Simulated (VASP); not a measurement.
# BaLiF3 (P4/mmm) in VASP: further runs, part 2 of 2

VASP 6.6.1. The steps go on from the part before.

### 3 Single point, LDA (strain -0.015 along x and y, -0.030 along z)

INCAR reads:

```
ALGO     = Normal         # electronic algorithm
EDIFF    = 1E-7           # SCF threshold, eV
ENCUT    = 520            # plane-wave cutoff, eV
GGA      = CA             # functional
ISIF     = 2              # what is computed and relaxed
ISMEAR   = 0              # smearing method
LASPH    = T              # aspherical terms in the spheres
LCHARG   = F              # write CHGCAR
LREAL    = F              # projectors in reciprocal space
LWAVE    = F              # write WAVECAR
NBANDS   = 25             # bands
NELM     = 100            # most SCF steps
PREC     = Accurate       # precision mode
SIGMA    = 0.05           # smearing width, eV
```

KPOINTS reads:

```
k-points
0
Gamma
  6 6 6
```

POSCAR reads:

```
BaLiF3
1.0
    3.9287529154      0.0000000000      0.0000000000
    0.0000000000      3.9287529154      0.0000000000
    0.0000000000      0.0000000000      3.8689241908
Ba Li F
1 1 3
Direct
    0.0000000000      0.0000000000      0.0000000000
    0.5000000000      0.5000000000      0.5000000000
    0.0000000000      0.5000000000      0.5000000000
    0.5000000000      0.5000000000      0.0000000000
    0.5000000000      0.0000000000      0.5000000000
```

Potentials or basis: VASP PAW LDA potentials, release 64 (Ba_sv, Li_sv, F).

Run with:

```console
cat potpaw_LDA.64/Ba_sv/POTCAR potpaw_LDA.64/Li_sv/POTCAR potpaw_LDA.64/F/POTCAR > POTCAR
mpirun -np 1 vasp_std > vasp.out
```

OUTCAR:

```text
EDIFF = 1E-7
   ENCUT = 520
   GGA = CA
   ISIF = 2
   ISMEAR = 0
   LASPH = T
   LREAL = F
   NELM = 100
   PREC = Accurate

 ion  position               nearest neighbor table
   1  0.000  0.000  0.000-   3 2.76   5 2.76   3 2.76   5 2.76   3 2.76   3 2.76   5 2.76   5 2.76
                             4 2.78   4 2.78   4 2.78   4 2.78   2 3.39   2 3.39   2 3.39   2 3.39
   2  0.500  0.500  0.500-   4 1.93   4 1.93   5 1.96   3 1.96   5 1.96   3 1.96   1 3.39   1 3.39
                             1 3.39   1 3.39   1 3.39   1 3.39   1 3.39   1 3.39
[... 881 lines left out ...]
  -------------------------------------------------------------------------------------
  Total       -0.2614126     -0.2614126      0.3092152      0.0000000      0.0000000      0.0000000
  in kB       -7.0135425     -7.0135425      8.2960589      0.0000000      0.0000000      0.0000000
  external PRESSURE =      -1.9103420 kB  Pullay stress =       0.0000000 kB

 VOLUME and BASIS-vectors are now :
 -----------------------------------------------------------------------------
  energy-cutoff  :      520.00
  volume of cell :       59.72
      direct lattice vectors                 reciprocal lattice vectors
     3.928752915  0.000000000  0.000000000     0.254533696  0.000000000  0.000000000
     0.000000000  3.928752915  0.000000000     0.000000000  0.254533696  0.000000000
     0.000000000  0.000000000  3.868924191     0.000000000  0.000000000  0.258469784

 POSITION                                       TOTAL-FORCE (eV/Angst)
 -----------------------------------------------------------------------------------
      0.00000      0.00000      0.00000         0.000000      0.000000      0.000000
      1.96438      1.96438      1.93446         0.000000      0.000000      0.000000
      0.00000      1.96438      1.93446         0.000000      0.000000      0.000000
      1.96438      1.96438      0.00000         0.000000      0.000000      0.000000
      1.96438      0.00000      1.93446         0.000000      0.000000      0.000000
 -----------------------------------------------------------------------------------
    total drift:                                0.000000      0.000000     -0.000000

  FREE ENERGIE OF THE ION-ELECTRON SYSTEM (eV)
  ---------------------------------------------------
  free  energy   TOTEN  =       -29.2771168863 eV

  energy  without entropy=      -29.2771168863  energy(sigma->0) =      -29.27711689
```

OSZICAR:

```text
N       E                     dE             d eps       ncg     rms          rms(c)
DAV:   1     0.212046035438E+03    0.21205E+03   -0.18949E+04  2000   0.139E+03
DAV:   2    -0.182275836530E+02   -0.23027E+03   -0.22218E+03  2285   0.323E+02
DAV:   3    -0.309262970798E+02   -0.12699E+02   -0.12641E+02  3471   0.672E+01
DAV:   4    -0.313323905006E+02   -0.40609E+00   -0.40560E+00  2650   0.841E+00
DAV:   5    -0.313364621140E+02   -0.40716E-02   -0.40712E-02  2922   0.830E-01    0.909E+00
DAV:   6    -0.293783062051E+02    0.19582E+01   -0.59137E+00  2202   0.201E+01    0.449E+00
DAV:   7    -0.293268408194E+02    0.51465E-01   -0.45920E-01  2895   0.393E+00    0.240E+00
DAV:   8    -0.292803829527E+02    0.46458E-01   -0.10214E-01  2713   0.253E+00    0.398E-01
DAV:   9    -0.292771789098E+02    0.32040E-02   -0.16537E-02  2692   0.905E-01    0.127E-01
DAV:  10    -0.292772116612E+02   -0.32751E-04   -0.28917E-03  2402   0.370E-01    0.601E-02
DAV:  11    -0.292771158263E+02    0.95835E-04   -0.31099E-04  2438   0.135E-01    0.135E-02
DAV:  12    -0.292771175275E+02   -0.17012E-05   -0.24923E-05  2734   0.306E-02    0.752E-03
DAV:  13    -0.292771169484E+02    0.57918E-06   -0.26227E-06  2594   0.115E-02    0.305E-03
DAV:  14    -0.292771168863E+02    0.62109E-07   -0.27751E-07  2158   0.369E-03
   1 F= -.29277117E+02 E0= -.29277117E+02  d E =-.764975E-17
```

stdout:

```text
POSCAR found type information on POSCAR BaLiF
 POSCAR found :  3 types and       5 ions
 scaLAPACK will be used
 LDA part: xc-table for (Slater(with rela. corr.)+CA(PZ))
 , standard interpolation
 POSCAR, INCAR and KPOINTS ok, starting setup
 FFT: planning ... GRIDC
 FFT: planning ... GRID_SOFT
 FFT: planning ... GRID
 WAVECAR not read
 entering main loop
```

Run time: 91 s. Hardware: 1 thread of AMD EPYC 7R43 (Zen 3), shared host; peak memory 0.15 GiB.

Results:

```
Free energy            : -29.2771 eV
Band gap on the k mesh : 6.46 eV
```

Caveat: the cell differs from its parent crystal (strain -0.015 along x and y, -0.030 along z); the cutoff is under 1.25 times the usual one of these potentials, so pressure, stress and relaxed cells hold a basis-set (Pulay) error; spin-orbit coupling is left out, which moves the levels of the heavy elements. A k mesh can miss the band edges.

### 4 Single point, LDA (strain -0.030 along x and y, +0.015 along z)

INCAR reads:

```
SYSTEM = BaLiF3
PREC = Accurate
ENCUT = 520
EDIFF = 1E-6
ISMEAR = 0
SIGMA = 0.05
LREAL = .FALSE.
LASPH = .TRUE.
NELM = 60
ALGO = Normal
ISIF = 2
LWAVE = .FALSE.
LCHARG = .FALSE.
NBANDS = 25
```

KPOINTS reads:

```
regular mesh
0
G
  6 6 6
  0 0 0
```

POSCAR, as its differences from that of step 3:

```diff
@@ -2,5 +2,5 @@
 1.0
-    3.9287529154      0.0000000000      0.0000000000
-    0.0000000000      3.9287529154      0.0000000000
-    0.0000000000      0.0000000000      3.8689241908
+    3.8689241908      0.0000000000      0.0000000000
+    0.0000000000      3.8689241908      0.0000000000
+    0.0000000000      0.0000000000      4.0484103646
 Ba Li F
```

Potentials or basis: VASP PAW LDA potentials, release 64 (Ba_sv, Li_sv, F).

Run with:

```console
cat potpaw_LDA.64/Ba_sv/POTCAR potpaw_LDA.64/Li_sv/POTCAR potpaw_LDA.64/F/POTCAR > POTCAR
mpirun -np 1 vasp_std > vasp.out
```

OUTCAR:

```text
SYSTEM = BaLiF3
   PREC = Accurate
   ENCUT = 520
   EDIFF = 1E-6
   ISMEAR = 0
   LREAL = .FALSE.
   LASPH = .TRUE.
   NELM = 60
   ISIF = 2

 ion  position               nearest neighbor table
   1  0.000  0.000  0.000-   4 2.74   4 2.74   4 2.74   4 2.74   5 2.80   3 2.80   3 2.80   3 2.80
                             5 2.80   5 2.80   5 2.80   3 2.80   2 3.40   2 3.40   2 3.40   2 3.40
   2  0.500  0.500  0.500-   3 1.93   5 1.93   5 1.93   3 1.93   4 2.02   4 2.02   1 3.40   1 3.40
                             1 3.40   1 3.40   1 3.40   1 3.40   1 3.40   1 3.40
[... 881 lines left out ...]
  -------------------------------------------------------------------------------------
  Total        0.0363496      0.0363496     -1.6358094      0.0000000     -0.0000000      0.0000000
  in kB        0.9610491      0.9610491    -43.2492229      0.0000000     -0.0000000      0.0000000
  external PRESSURE =     -13.7757082 kB  Pullay stress =       0.0000000 kB

 VOLUME and BASIS-vectors are now :
 -----------------------------------------------------------------------------
  energy-cutoff  :      520.00
  volume of cell :       60.60
      direct lattice vectors                 reciprocal lattice vectors
     3.868924191  0.000000000  0.000000000     0.258469784  0.000000000  0.000000000
     0.000000000  3.868924191  0.000000000     0.000000000  0.258469784  0.000000000
     0.000000000  0.000000000  4.048410365     0.000000000  0.000000000  0.247010533

 POSITION                                       TOTAL-FORCE (eV/Angst)
 -----------------------------------------------------------------------------------
      0.00000      0.00000      0.00000         0.000000      0.000000      0.000000
      1.93446      1.93446      2.02421         0.000000      0.000000      0.000000
      0.00000      1.93446      2.02421         0.000000      0.000000      0.000000
      1.93446      1.93446      0.00000         0.000000      0.000000      0.000000
      1.93446      0.00000      2.02421         0.000000      0.000000      0.000000
 -----------------------------------------------------------------------------------
    total drift:                                0.000000      0.000000     -0.000000

  FREE ENERGIE OF THE ION-ELECTRON SYSTEM (eV)
  ---------------------------------------------------
  free  energy   TOTEN  =       -29.2519553204 eV

  energy  without entropy=      -29.2519553204  energy(sigma->0) =      -29.25195532
```

OSZICAR:

```text
N       E                     dE             d eps       ncg     rms          rms(c)
DAV:   1     0.214653478823E+03    0.21465E+03   -0.18993E+04  2000   0.139E+03
DAV:   2    -0.177437888512E+02   -0.23240E+03   -0.22459E+03  2303   0.325E+02
DAV:   3    -0.309399098380E+02   -0.13196E+02   -0.13135E+02  3413   0.684E+01
DAV:   4    -0.313193336417E+02   -0.37942E+00   -0.37877E+00  2644   0.876E+00
DAV:   5    -0.313242932154E+02   -0.49596E-02   -0.49592E-02  2931   0.918E-01    0.901E+00
DAV:   6    -0.293579059359E+02    0.19664E+01   -0.60023E+00  2168   0.200E+01    0.439E+00
DAV:   7    -0.293031735854E+02    0.54732E-01   -0.45168E-01  2901   0.390E+00    0.236E+00
DAV:   8    -0.292550607875E+02    0.48113E-01   -0.10128E-01  2679   0.253E+00    0.387E-01
DAV:   9    -0.292520160313E+02    0.30448E-02   -0.15910E-02  2753   0.878E-01    0.126E-01
DAV:  10    -0.292520471699E+02   -0.31139E-04   -0.28212E-03  2334   0.361E-01    0.582E-02
DAV:  11    -0.292519542196E+02    0.92950E-04   -0.29950E-04  2478   0.132E-01    0.135E-02
DAV:  12    -0.292519564887E+02   -0.22691E-05   -0.26002E-05  2634   0.309E-02    0.838E-03
DAV:  13    -0.292519553541E+02    0.11345E-05   -0.40087E-06  2277   0.146E-02    0.283E-03
DAV:  14    -0.292519553204E+02    0.33736E-07   -0.39122E-07  1259   0.457E-03
   1 F= -.29251955E+02 E0= -.29251955E+02  d E =-.250801E-13
```

It took 79 s on 1 thread of AMD EPYC 7R43 (Zen 3), shared host; peak memory 0.15 GiB.

Results:

```
Free energy            : -29.2520 eV
Band gap on the k mesh : 6.26 eV (least direct gap 6.27 eV)
```

Caveat: the cell differs from its parent crystal (strain -0.030 along x and y, +0.015 along z); the cutoff is under 1.25 times the usual one of these potentials, so pressure, stress and relaxed cells hold a basis-set (Pulay) error; spin-orbit coupling is left out, which moves the levels of the heavy elements. A k mesh can miss the band edges.

### 5 Overview

| cell | gap on the mesh (eV) |
| --- | --- |
| a = 3.869, b = 3.869, c = 3.989 Å, 5 atoms | 6.38 |
| a = 3.929, b = 3.929, c = 3.869 Å, 5 atoms | 6.46 |
| a = 3.869, b = 3.869, c = 4.048 Å, 5 atoms | 6.26 |

Alike in all rows: task single point; level LDA; potentials or basis VASP PAW LDA potentials, release 64 (Ba_sv, Li_sv, F); no spin polarisation; k mesh 6 × 6 × 6; cutoff (eV) 520; smearing gaussian 0.05 eV.

Caveats: the cutoff is under 1.25 times the usual one of these potentials, so pressure, stress and relaxed cells hold a basis-set (Pulay) error; spin-orbit coupling is left out, which moves the levels of the heavy elements.

Total energies depend on the potentials used, so only differences within one code and one set of settings carry meaning.
